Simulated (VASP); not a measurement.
# CdS (I-4m2) in VASP: a series of runs, part 2 of 2

VASP 6.6.1. The steps go on from the part before.

## (4) Single point, PBE (strain -0.080 along x and y, +0.040 along z)

File INCAR:

```
ALGO     = Normal         # electronic algorithm
EDIFF    = 1E-6           # SCF threshold, eV
ENCUT    = 520            # plane-wave cutoff, eV
GGA      = PE             # functional
ISIF     = 2              # what is computed and relaxed
ISMEAR   = 0              # smearing method
LASPH    = True           # aspherical terms in the spheres
LCHARG   = False          # write CHGCAR
LREAL    = False          # projectors in reciprocal space
LWAVE    = False          # write WAVECAR
NBANDS   = 16             # bands
NELM     = 100            # most SCF steps
PREC     = Accurate       # precision mode
SIGMA    = 0.05           # smearing width, eV
```

File KPOINTS:

```
k-points
0
Gamma
  8 8 8
```

File POSCAR:

```
CdS
1.0
    0.0000000000      2.6772000000      3.0264000000
    2.6772000000      0.0000000000      3.0264000000
    2.6772000000      2.6772000000      0.0000000000
Cd S
1 1
Direct
    0.0000000000      0.0000000000      0.0000000000
    0.7500000000      0.7500000000      0.7500000000
```

Potentials or basis: VASP PAW PBE potentials, release 64 (Cd, S).

The run is started by

```bash
cat potpaw_PBE.64/Cd/POTCAR potpaw_PBE.64/S/POTCAR > POTCAR
mpirun -np 1 vasp_std > vasp.out
```

OUTCAR:

```text
EDIFF = 1E-6
   ENCUT = 520
   GGA = PE
   ISIF = 2
   ISMEAR = 0
   LASPH = True
   LREAL = False
   NELM = 100
   PREC = Accurate

 ion  position               nearest neighbor table
   1  0.000  0.000  0.000-   2 2.42   2 2.42   2 2.42   2 2.42
   2  0.750  0.750  0.750-   1 2.42   1 2.42   1 2.42   1 2.42

  LATTYP: Found a body centered tetragonal cell.
 ALAT       =     3.7861325492
 C/A-ratio  =     1.5986762009

  Lattice vectors:

 A1 = (  -2.6772000000,   0.0000000000,   3.0264000000)
 A2 = (   2.6772000000,   0.0000000000,   3.0264000000)
 A3 = (   0.0000000000,   2.6772000000,  -3.0264000000)

Analysis of symmetry for initial positions (statically):
=====================================================================
 Subroutine PRICEL returns:
 Original cell was already a primitive cell.

 Routine SETGRP: Setting up the symmetry group for a
 body centered tetragonal supercell.

 Subroutine GETGRP returns: Found  8 space group operations
 (whereof  8 operations were pure point group operations)
 out of a pool of 16 trial point group operations.

The static configuration has the point symmetry D_2d.

Analysis of symmetry for dynamics (positions and initial velocities):
=====================================================================
 Subroutine PRICEL returns:
 Original cell was already a primitive cell.

 Routine SETGRP: Setting up the symmetry group for a
 body centered tetragonal supercell.

 Subroutine GETGRP returns: Found  8 space group operations
 (whereof  8 operations were pure point group operations)
 out of a pool of 16 trial point group operations.

The dynamic configuration has the point symmetry D_2d.

 Subroutine INISYM returns: Found  8 space group operations
 (whereof  8 operations are pure point group operations),
 and found     1 'primitive' translations

----------------------------------------------------------------------------------------

[... 111 lines left out ...]
     AMIX     =   0.40;   BMIX     =  1.00
     AMIX_MAG =   1.60;   BMIX_MAG =  1.00
  volume/ion in A,a.u.               =      21.69       146.38
  Fermi-wavevector in a.u.,A,eV,Ry     =   1.221030  2.307412 20.285121  1.490914
  Thomas-Fermi vector in A             =   2.356227
   LORBIT       =      0    0 simple, 1 ext, 2 COOP (PROOUT), +10 PAW based schemes
   GGA     = PE    functional components
   LHFCALC =     F    Hartree Fock is set to
   AEXX    =    0.0000 exact exchange contribution
   IVDW    =     0    specifies the selected vdW correction
   LEPSILON=     F    determine dielectric tensor
   LRPA    =     F    only Hartree local field effects (RPA)
 non-spin polarized calculation
 Gauss-broadening in eV      SIGMA  =   0.05
  energy-cutoff  :      520.00
  volume of cell :       43.38
 maximum number of plane-waves:      1186
   NGX = 15   NGY = 15   NGZ = 15

 number of electron      18.0000001 magnetization

 Free energy of the ion-electron system (eV)
  ---------------------------------------------------
  ext. energy  EPLUGINS =         0.00000000
  ---------------------------------------------------
  free energy    TOTEN  =        -5.77611997 eV

  energy without entropy =       -5.77611997  energy(sigma->0) =       -5.77611997

 E-fermi :   2.9272     XC(G=0):  -9.8108

 val. band max:        2.7104306363   @ k =   0.0000   0.0000   0.0000
 cond. band min:       3.9594065692   @ k =   0.0000   0.0000   0.0000
 fundamental gap:      1.2489759329
 Fermi energy:         2.9271785997

 k-point     1 :       0.0000    0.0000    0.0000
  band No.  band energies     occupation
      1     -10.6934      2.00000
      2      -5.8096      2.00000
      3      -5.7009      2.00000
      4      -5.7009      2.00000
      5      -5.1249      2.00000
      6      -5.0360      2.00000
[... 433 lines left out ...]
      3      -5.5220      2.00000
      4      -5.2864      2.00000
      5      -5.0535      2.00000
      6      -4.9067      2.00000
[... 8 lines left out ...]
     15      14.4111      0.00000
     16      15.6994      0.00000

 [... further k-points ...]

------------------------ aborting loop because EDIFF is reached ----------------------------------------

  FORCE on cell =-STRESS in cart. coord.  units (eV):
  Direction    XX          YY          ZZ          XY          YZ          ZX
  --------------------------------------------------------------------------------------
  -------------------------------------------------------------------------------------
  Total        4.0774186      4.0774186      3.7518472      0.0000000      0.0000000     -0.0000000
  in kB      150.5836857    150.5836857    138.5599649      0.0000000      0.0000000     -0.0000000
  external PRESSURE =     146.5757787 kB  Pullay stress =       0.0000000 kB

 VOLUME and BASIS-vectors are now :
 -----------------------------------------------------------------------------
  energy-cutoff  :      520.00
  volume of cell :       43.38
      direct lattice vectors                 reciprocal lattice vectors
     0.000000000  2.677200000  3.026400000    -0.186762289  0.186762289  0.165212794
     2.677200000  0.000000000  3.026400000     0.186762289 -0.186762289  0.165212794
     2.677200000  2.677200000  0.000000000     0.186762289  0.186762289 -0.165212794

 POSITION                                       TOTAL-FORCE (eV/Angst)
 -----------------------------------------------------------------------------------
      0.00000      0.00000      0.00000        -0.000000      0.000000      0.000000
      4.01580      4.01580      4.53960         0.000000      0.000000     -0.000000
 -----------------------------------------------------------------------------------
    total drift:                                0.000002      0.000002     -0.000005

  FREE ENERGIE OF THE ION-ELECTRON SYSTEM (eV)
  ---------------------------------------------------
  free  energy   TOTEN  =        -5.7761199723 eV

  energy  without entropy=       -5.7761199723  energy(sigma->0) =       -5.77611997
```

Run time: 52 s. Hardware: 1 thread of Intel Xeon 8259CL, shared host; peak memory 0.19 GiB.

Results:

```yaml
Free_energy: -5.7761 eV
Pressure: 14.7 GPa
Band_gap_on_the_k_mesh: 1.25 eV
```

Stress tensor (GPa, compression positive):
```
15.06  0.00  0.00
 0.00 15.06  0.00
 0.00  0.00 13.86
```

Levels at points of the mesh, in eV from the valence-band top:
| k point | band 6 | band 7 | band 8 | band 9 | band 10 | band 11 | band 12 | band 13 |
| --- | --- | --- | --- | --- | --- | --- | --- | --- |
| (0.00, 0.00, 0.00) | -7.75 | -0.52 | 0.00 | 0.00 | 1.25 | 6.36 | 6.46 | 6.46 |
| (0.50, 0.00, 0.00) | -7.29 | -5.38 | -1.40 | -0.79 | 2.85 | 6.55 | 7.42 | 7.79 |
| (0.50, 0.50, 0.00) | -7.45 | -5.26 | -2.12 | -2.12 | 3.62 | 5.04 | 8.75 | 11.66 |
| (0.50, 0.00, 0.50) | -7.11 | -4.38 | -2.81 | -2.51 | 2.98 | 3.96 | 10.12 | 10.37 |

Caveat: the cell differs from its parent crystal (strain -0.080 along x and y, +0.040 along z); the cell stands under pressure.

## (5) Overview

| cell | gap on the mesh (eV) | pressure (GPa) |
| --- | --- | --- |
| a = 3.954, b = 3.954, c = 3.786 Å, angles 61.4, 61.4, 57.2°, 2 atoms | 1.39 | 20.0 |
| a = 3.869, b = 3.869, c = 3.951 Å, angles 59.3, 59.3, 61.4°, 2 atoms | 1.41 | 20.0 |
| a = 4.041, b = 4.041, c = 3.786 Å, angles 62.1, 62.1, 55.9°, 2 atoms | 1.25 | 14.7 |

Alike in all rows: task single point; level PBE; potentials or basis VASP PAW PBE potentials, release 64 (Cd, S); no spin polarisation; k mesh 8 × 8 × 8; cutoff (eV) 520; smearing gaussian 0.05 eV.

Caveats: the cell stands under pressure.

Absolute energies hang on the potentials; compare differences alone.
